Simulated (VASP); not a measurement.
Write the native input for VASP 6.6.1 that does the following.

* Task: relaxation of shape and atoms at fixed volume
* Functional: PBE
* Potentials or basis: VASP PAW PBE potentials, release 64 (Co, O)
* Cutoff: 600 eV
* k mesh: 10 × 10 × 10
* Occupations: gaussian, width 0.05 eV
* Spin: collinear spin, antiferromagnetic start
* Starting moments: [2.81, -2.81, 0.0, 0.0] μB
* Hubbard terms: Co d U = 3.3 eV
* Dipole correction: no
* Further INCAR settings: ALGO = Normal; EDIFF = 1e-06; IBRION = 2; EDIFFG = -0.01; NSW = 60; ISIF = 4

The structure of CoO lies in POSCAR:

```
CoO
1.0
   -2.1452009062     -2.1452009062      4.3205016405
   -4.3205016405     -2.1452009062      2.1452009062
   -2.1452009062     -4.3205016405      2.1452009062
Co O
2 2
Direct
    0.0000000000      0.0000000000      0.0000000000
    0.5000000000      0.5000000000      0.5000000000
    1.2499999983     -0.7500000017     -0.7500000017
    1.7500000017     -0.2499999983     -0.2499999983
```

One way to write it, as run:

INCAR

```
PREC = Accurate
ENCUT = 600
EDIFF = 1E-6
ISMEAR = 0
SIGMA = 0.05
LREAL = False
LASPH = True
NELM = 150
ALGO = Normal
ISIF = 4
LWAVE = False
LCHARG = False
ISPIN = 2
MAGMOM = 2.81 -2.81 0 0
LORBIT = 11
LMAXMIX = 4
LDAU = True
LDAUTYPE = 2
LDAUL = 2 -1
LDAUU = 3.3 0
LDAUJ = 0 0
LDAUPRINT = 1
GGA = PE
IBRION = 2
NSW = 60
EDIFFG = -0.01
```

KPOINTS

```
regular mesh
0
Gamma
  10 10 10
```

Potentials or basis: VASP PAW PBE potentials, release 64 (Co, O).

Command:

```sh
$ cat potpaw_PBE.64/Co/POTCAR potpaw_PBE.64/O/POTCAR > POTCAR
$ mpirun -np 1 vasp_std > vasp.out
```

It gave:

The energy gained by relaxing is 12.2 meV/atom and the ionic steps are 4. The pressure after relaxing is -10.4 GPa. The band gap on the k mesh is zero (filled and empty bands overlap). The net moment is 0.00 μB per cell. The site moments are Co +2.67, -2.67; O +0.00 μB. The valence electrons inside the program's atomic spheres are Co 7.72; O 4.97.

Wall time 42 min on 1 thread of Oxide Virtual Turin-like Processor, on a shared host, peak memory 0.4 GiB.
